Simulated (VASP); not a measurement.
# Al3GaIr (Pm-3m) in VASP: notebook

The runs below take Al3GaIr through single point, relaxation of cell and atoms, with PBE.

All numbers are computed with VASP 6.6.1; they aren't measurements. Logs are shortened: lines on timing, memory, paths and dates and some standing lists are left out, and cuts for length are marked.

### 1 The cell of the first run

The structure is cubic, space group Pm-3m (No. 221). The conventional cell has a = 4.113 Å, b = 4.113 Å, c = 4.113 Å, α = 90.00°, β = 90.00°, γ = 90.00°. Al (site symmetry 4/mmm) has 2 Ir at 2.06 Å within 2.7 Å. Ga (site symmetry m-3m) has 12 Al at 2.91 Å and 8 Ir at 3.56 Å within 3.8 Å. Ir (site symmetry m-3m) has 6 Al at 2.06 Å within 2.7 Å.

The cell was generated, and may not be a known phase.

### 2 Single point, PBE

Input file INCAR:

```
SYSTEM = Al3GaIr
PREC = Accurate ; ENCUT = 520
EDIFF = 1E-6 ; ISMEAR = 0
SIGMA = 0.1 ; LREAL = .False.
LASPH = .True. ; NELM = 100
ALGO = Fast ; ISIF = 2
LWAVE = .False. ; LCHARG = .True.
GGA = PE ; LELF = .True.
LVHAR = .True. ; NBANDS = 24
```

Input file KPOINTS:

```
Automatic mesh
0
Gamma
  4 4 4
  0 0 0
```

Input file POSCAR:

```
Al3GaIr
1.0
    4.1129771200      0.0000000000      0.0000000000
    0.0000000000      4.1129771200      0.0000000000
    0.0000000000      0.0000000000      4.1129771200
Al Ga Ir
3 1 1
Direct
    0.5000000000      0.0000000000      0.5000000000
    0.0000000000      0.5000000000      0.5000000000
    0.5000000000      0.5000000000      0.0000000000
    0.0000000000      0.0000000000      0.0000000000
    0.5000000000      0.5000000000      0.5000000000
```

Potentials or basis: VASP PAW PBE potentials, release 64 (Al, Ga_d, Ir).

Launch:

```sh
$ cat potpaw_PBE.64/Al/POTCAR potpaw_PBE.64/Ga_d/POTCAR potpaw_PBE.64/Ir/POTCAR > POTCAR
$ mpirun -np 1 vasp_std > vasp.out
```

OUTCAR:

```text
SYSTEM = Al3GaIr
   PREC = Accurate
   ENCUT = 520
   EDIFF = 1E-6
   ISMEAR = 0
   LREAL = .False.
   LASPH = .True.
   NELM = 100
   ISIF = 2
   GGA = PE

 ion  position               nearest neighbor table
   1  0.500  0.000  0.500-   5 2.06   5 2.06   4 2.91   2 2.91   3 2.91   4 2.91   2 2.91   3 2.91
                             3 2.91   3 2.91   2 2.91   4 2.91   4 2.91   2 2.91
   2  0.000  0.500  0.500-   5 2.06   5 2.06   4 2.91   1 2.91   3 2.91   4 2.91   1 2.91   4 2.91
                             4 2.91   1 2.91   3 2.91   3 2.91   3 2.91   1 2.91
   3  0.500  0.500  0.000-   5 2.06   5 2.06   4 2.91   1 2.91   1 2.91   2 2.91   2 2.91   1 2.91
                             4 2.91   1 2.91   2 2.91   4 2.91   2 2.91   4 2.91
   4  0.000  0.000  0.000-   1 2.91   2 2.91   3 2.91   1 2.91   2 2.91   2 2.91   3 2.91   2 2.91
                             1 2.91   3 2.91   1 2.91   3 2.91
   5  0.500  0.500  0.500-   1 2.06   2 2.06   3 2.06   3 2.06   1 2.06   2 2.06

  LATTYP: Found a simple cubic cell.
 ALAT       =     4.1129771200

  Lattice vectors:

 A1 = (   4.1129771200,   0.0000000000,   0.0000000000)
 A2 = (   0.0000000000,   4.1129771200,   0.0000000000)
 A3 = (   0.0000000000,   0.0000000000,   4.1129771200)

Analysis of symmetry for initial positions (statically):
=====================================================================
 Subroutine PRICEL returns:
 Original cell was already a primitive cell.

 Routine SETGRP: Setting up the symmetry group for a
 simple cubic supercell.

 Subroutine GETGRP returns: Found 48 space group operations
 (whereof 48 operations were pure point group operations)
 out of a pool of 48 trial point group operations.

The static configuration has the point symmetry O_h .

Analysis of symmetry for dynamics (positions and initial velocities):
=====================================================================
 Subroutine PRICEL returns:
 Original cell was already a primitive cell.

 Routine SETGRP: Setting up the symmetry group for a
 simple cubic supercell.

 Subroutine GETGRP returns: Found 48 space group operations
 (whereof 48 operations were pure point group operations)
 out of a pool of 48 trial point group operations.

The dynamic configuration has the point symmetry O_h .

 Subroutine INISYM returns: Found 48 space group operations
 (whereof 48 operations are pure point group operations),
 and found     1 'primitive' translations

----------------------------------------------------------------------------------------

                                     Primitive cell

  volume of cell :      69.5775

  direct lattice vectors                    reciprocal lattice vectors
     4.112977120  0.000000000  0.000000000     0.243132887  0.000000000  0.000000000
     0.000000000  4.112977120  0.000000000     0.000000000  0.243132887  0.000000000
     0.000000000  0.000000000  4.112977120     0.000000000  0.000000000  0.243132887

  length of vectors
     4.112977120  4.112977120  4.112977120     0.243132887  0.243132887  0.243132887

  position of ions in fractional coordinates (direct lattice)
     0.500000000  0.000000000  0.500000000
     0.000000000  0.500000000  0.500000000
     0.500000000  0.500000000  0.000000000
     0.000000000  0.000000000  0.000000000
     0.500000000  0.500000000  0.500000000

  ion indices of the primitive-cell ions
   primitive index   ion index
                 1           1
                 2           2
                 3           3
                 4           4
                 5           5

----------------------------------------------------------------------------------------

 KPOINTS: Automatic mesh

Automatic generation of k-mesh.
 Grid dimensions read from file:
 generate k-points for:    4    4    4

 Generating k-lattice:

  Cartesian coordinates                     Fractional coordinates (reciprocal lattice)
     0.060783222  0.000000000  0.000000000     0.250000000  0.000000000  0.000000000
     0.000000000  0.060783222  0.000000000     0.000000000  0.250000000  0.000000000
     0.000000000  0.000000000  0.060783222     0.000000000  0.000000000  0.250000000

  Length of vectors
     0.060783222  0.060783222  0.060783222

  Shift w.r.t. Gamma in fractional coordinates (k-lattice)
     0.000000000  0.000000000  0.000000000

 Subroutine IBZKPT returns following result:
 ===========================================

 Found     10 irreducible k-points:

 Following reciprocal coordinates:
            Coordinates               Weight
  0.000000  0.000000  0.000000      1.000000
  0.250000  0.000000  0.000000      6.000000
  0.500000  0.000000  0.000000      3.000000
  0.250000  0.250000  0.000000     12.000000
  0.500000  0.250000  0.000000     12.000000
  0.500000  0.500000  0.000000      3.000000
  0.250000  0.250000  0.250000      8.000000
  0.500000  0.250000  0.250000     12.000000
  0.500000  0.500000  0.250000      6.000000
  0.500000  0.500000  0.500000      1.000000
   k-points           NKPTS =     10   k-points in BZ     NKDIM =     10   number of bands    NBANDS=     24
   number of dos      NEDOS =    301   number of ions     NIONS =      5
   total plane-waves  NPLWV =  32768
   dimension x,y,z NGX =    32 NGY =   32 NGZ =   32
   dimension x,y,z NGXF=    64 NGYF=   64 NGZF=   64
   ions per type =               3   1   1
   NGX,Y,Z   is equivalent  to a cutoff of  12.93, 12.93, 12.93 a.u.
   NGXF,Y,Z  is equivalent  to a cutoff of  25.87, 25.87, 25.87 a.u.
 SYSTEM =  Al3GaIr
   PREC   = accura    normal or accurate (medium, high low for compatibility)
   ISTART =      0    job   : 0-new  1-cont  2-samecut
   ICHARG =      2    charge: 1-file 2-atom 10-const
   ISPIN  =      1    spin polarized calculation?
   LNONCOLLINEAR =      F non collinear calculations
   LSORBIT =      F    spin-orbit coupling
   LASPH  =      T    aspherical Exc in radial PAW
   ENCUT  =  520.0 eV  38.22 Ry    6.18 a.u.   7.65  7.65  7.65*2*pi/ulx,y,z
   NELM   =    100;   NELMIN=  2; NELMDL= -5     # of ELM steps
   EDIFF  = 0.1E-05   stopping-criterion for ELM
   LREAL  =      F    real-space projection
   EDIFFG = 0.1E-04   stopping-criterion for IOM
   NSW    =      0    number of steps for IOM
   IBRION =     -1    ionic relax: 0-MD 1-quasi-New 2-CG
   NFREE  =      0    steps in history (QN), initial steepest desc. (CG)
   ISIF   =      2    stress and relaxation
   ISYM   =      2    0-nonsym 1-usesym 2-fastsym
   POTIM  = 0.5000    time-step for ionic-motion
   TEBEG  =    0.0;   TEEND  =   0.0 temperature during run
   PSTRESS=    0.0 pullay stress
   NELECT =      31.0000    total number of electrons
   NUPDOWN=      -1.0000    fix difference up-down
   EMIN   =  10.00;   EMAX   =-10.00  energy-range for DOS
   EFERMI =   0.00;   METHOD = LEGACY
   ISMEAR =     0;   SIGMA  =   0.10  broadening in eV -4-tet -1-fermi 0-gaus
   EFERMI_NEDOS =   21; number of points for ismear=-14 and -15
   IALGO  =     68    algorithm
   IMIX   =      4    mixing-type and parameters
     AMIX     =   0.40;   BMIX     =  1.00
     AMIX_MAG =   1.60;   BMIX_MAG =  1.00
  volume/ion in A,a.u.               =      13.92        93.91
  Fermi-wavevector in a.u.,A,eV,Ry     =   1.250372  2.362860 21.271745  1.563429
  Thomas-Fermi vector in A             =   2.384369
   LORBIT       =      0    0 simple, 1 ext, 2 COOP (PROOUT), +10 PAW based schemes
   GGA     = PE    functional components
   LHFCALC =     F    Hartree Fock is set to
   AEXX    =    0.0000 exact exchange contribution
   IVDW    =     0    specifies the selected vdW correction
   LEPSILON=     F    determine dielectric tensor
   LRPA    =     F    only Hartree local field effects (RPA)
 non-spin polarized calculation
 RMM-DIIS sequential band-by-band and
 Gauss-broadening in eV      SIGMA  =   0.10
  energy-cutoff  :      520.00
  volume of cell :       69.58
 maximum number of plane-waves:      1888
 NGX is ok and might be reduce to    32
   NGX = 15   NGY = 15   NGZ = 15

 number of electron      30.9999998 magnetization

 Free energy of the ion-electron system (eV)
  ---------------------------------------------------
  ext. energy  EPLUGINS =         0.00000000
  ---------------------------------------------------
  free energy    TOTEN  =       -16.51466689 eV

  energy without entropy =      -16.50345939  energy(sigma->0) =      -16.50906314

 E-fermi :   9.9649     XC(G=0): -11.5975

 val. band max:        9.9431971485   @ k =   0.5000   0.0000   0.0000
 cond. band min:      10.1838104239   @ k =   0.5000   0.5000   0.2500
 fundamental gap:      0.2406132754
 Fermi energy:         9.9649210538

 k-point     1 :       0.0000    0.0000    0.0000
  band No.  band energies     occupation
      1      -5.1894      2.00000
      2      -5.1894      2.00000
      3      -5.1663      2.00000
      4      -5.1663      2.00000
      5      -5.1663      2.00000
      6      -2.4598      2.00000
[... 16 lines left out ...]
     23      14.8042      0.00000
     24      18.5131      0.00000

 k-point     2 :       0.2500    0.0000    0.0000
  band No.  band energies     occupation
      1      -5.1870      2.00000
      2      -5.1764      2.00000
      3      -5.1711      2.00000
      4      -5.1711      2.00000
      5      -5.1652      2.00000
      6      -1.8698      2.00000
[... 16 lines left out ...]
     23      15.0642      0.00000
     24      18.0461      0.00000

 k-point     3 :       0.5000    0.0000    0.0000
  band No.  band energies     occupation
      1      -5.1845      2.00000
      2      -5.1758      2.00000
      3      -5.1758      2.00000
      4      -5.1640      2.00000
      5      -5.1637      2.00000
      6      -0.5296      2.00000
[... 16 lines left out ...]
     23      17.2194      0.00000
     24      17.6083      0.00000
[... 136 lines left out ...]
 k-point     9 :       0.5000    0.5000    0.2500
  band No.  band energies     occupation
      1      -5.1973      2.00000
      2      -5.1844      2.00000
      3      -5.1844      2.00000
      4      -5.1596      2.00000
      5      -5.1456      2.00000
      6       1.6366      2.00000
[... 16 lines left out ...]
     23      19.4199      0.00000
     24      19.4967      0.00000

 k-point    10 :       0.5000    0.5000    0.5000
  band No.  band energies     occupation
      1      -5.1921      2.00000
      2      -5.1921      2.00000
      3      -5.1921      2.00000
      4      -5.1454      2.00000
      5      -5.1454      2.00000
      6       2.5460      2.00000
[... 16 lines left out ...]
     23      20.0813      0.00000
     24      20.0818      0.00000

------------------------ aborting loop because EDIFF is reached ----------------------------------------

  FORCE on cell =-STRESS in cart. coord.  units (eV):
  Direction    XX          YY          ZZ          XY          YZ          ZX
  --------------------------------------------------------------------------------------
  -------------------------------------------------------------------------------------
  Total       36.6797508     36.6797508     36.6797508      0.0000000      0.0000000     -0.0000000
  in kB      844.6330635    844.6330635    844.6330635      0.0000000      0.0000000     -0.0000000
  external PRESSURE =     844.6330635 kB  Pullay stress =       0.0000000 kB

 VOLUME and BASIS-vectors are now :
 -----------------------------------------------------------------------------
  energy-cutoff  :      520.00
  volume of cell :       69.58
      direct lattice vectors                 reciprocal lattice vectors
     4.112977120  0.000000000  0.000000000     0.243132887  0.000000000  0.000000000
     0.000000000  4.112977120  0.000000000     0.000000000  0.243132887  0.000000000
     0.000000000  0.000000000  4.112977120     0.000000000  0.000000000  0.243132887

 POSITION                                       TOTAL-FORCE (eV/Angst)
 -----------------------------------------------------------------------------------
      2.05649      0.00000      2.05649         0.000000      0.000000      0.000000
      0.00000      2.05649      2.05649         0.000000      0.000000      0.000000
      2.05649      2.05649      0.00000         0.000000      0.000000      0.000000
      0.00000      0.00000      0.00000         0.000000      0.000000      0.000000
      2.05649      2.05649      2.05649         0.000000      0.000000      0.000000
 -----------------------------------------------------------------------------------
    total drift:                                0.000000      0.000000     -0.000000

  FREE ENERGIE OF THE ION-ELECTRON SYSTEM (eV)
  ---------------------------------------------------
  free  energy   TOTEN  =       -16.5146668932 eV

  energy  without entropy=      -16.5034593886  energy(sigma->0) =      -16.50906314
```

Wall time 15 s (1 thread of Intel Xeon Platinum 8488C (Sapphire Rapids), shared host); peak memory 0.18 GiB.

Results:

```yaml
Free_energy: -16.5147 eV
Pressure: 84.5 GPa
Band_gap_on_the_k_mesh: zero (an odd number of electrons rules out a gap without spin polarisation)
```

Levels at points of the mesh, in eV from the Fermi level:
```tsv
k point	band 13	band 14	band 15	band 16	band 17	band 18
(0.00, 0.00, 0.00)	-3.55	-3.55	-3.55	1.04	1.04	4.17
(0.50, 0.00, 0.00)	-1.27	-1.27	-0.81	-0.02	-0.02	1.02
(0.50, 0.50, 0.00)	-5.77	-3.64	0.44	0.58	1.76	1.76
(0.50, 0.50, 0.50)	-4.83	-4.83	-4.83	-0.91	-0.91	-0.91
```

Caveat: the k points lie up to 0.38 Å⁻¹ apart, too coarse for converged energies and pressures of a metal; spin-orbit coupling is left out, which moves the levels of the heavy elements.

### 3 Single point, PBE

This run uses another cell than the first one, of 21.66 Å³/atom.

Input file INCAR:

```
SYSTEM = Al3GaIr
PREC = Accurate
ENCUT = 520
EDIFF = 1E-7
ISMEAR = 0
SIGMA = 0.1
LREAL = .False.
LASPH = .True.
NELM = 60
ALGO = Normal
ISIF = 2
LWAVE = .False.
LCHARG = .False.
GGA = PE
NBANDS = 24
```

Input file KPOINTS:

```
regular mesh
0
Gamma
  4 4 4
  0 0 0
```

POSCAR, as its differences from that of step 2:

```diff
@@ -2,5 +2,5 @@
 1.0
-    4.1129771200      0.0000000000      0.0000000000
-    0.0000000000      4.1129771200      0.0000000000
-    0.0000000000      0.0000000000      4.1129771200
+    4.7665338133      0.0000000000      0.0000000000
+    0.0000000000      4.7665338133      0.0000000000
+    0.0000000000      0.0000000000      4.7665338133
 Al Ga Ir
```

Potentials or basis: VASP PAW PBE potentials, release 64 (Al, Ga_d, Ir).

Launch:

```sh
$ cat potpaw_PBE.64/Al/POTCAR potpaw_PBE.64/Ga_d/POTCAR potpaw_PBE.64/Ir/POTCAR > POTCAR
$ mpirun -np 1 vasp_std > vasp.out
```

Run time: 24 s. Hardware: 1 thread of Intel Xeon Platinum 8488C (Sapphire Rapids), shared host; peak memory 0.22 GiB.

Results (log left out):

| Item | Value |
| --- | --- |
| Free energy | -23.6213 eV |
| Pressure | 0.0 GPa |
| Band gap on the k mesh | zero (an odd number of electrons rules out a gap without spin polarisation) |

Levels at points of the mesh, in eV from the Fermi level:
```
           k point  band 11  band 12  band 13  band 14  band 15  band 16  band 17  band 18  band 19  band 20
(0.00, 0.00, 0.00)    -3.10    -3.10    -2.41    -2.41    -2.41     0.91     0.91     2.88     2.88     2.88
(0.50, 0.00, 0.00)    -3.65    -3.06    -2.62    -0.99    -0.99    -0.02     0.72     0.78     0.78     2.08
(0.50, 0.50, 0.00)    -3.97    -3.48    -3.48    -2.99     0.15     0.84     0.84     0.85     2.08     2.65
(0.50, 0.50, 0.50)    -4.46    -4.46    -4.46    -3.95    -3.95    -0.58    -0.58    -0.58     6.93     6.93
```

Caveat: spin-orbit coupling is left out, which moves the levels of the heavy elements.

(Continued in part 2 of 2.)

The gap in the log of VASP goes by the Fermi energy; the results here count the filled bands.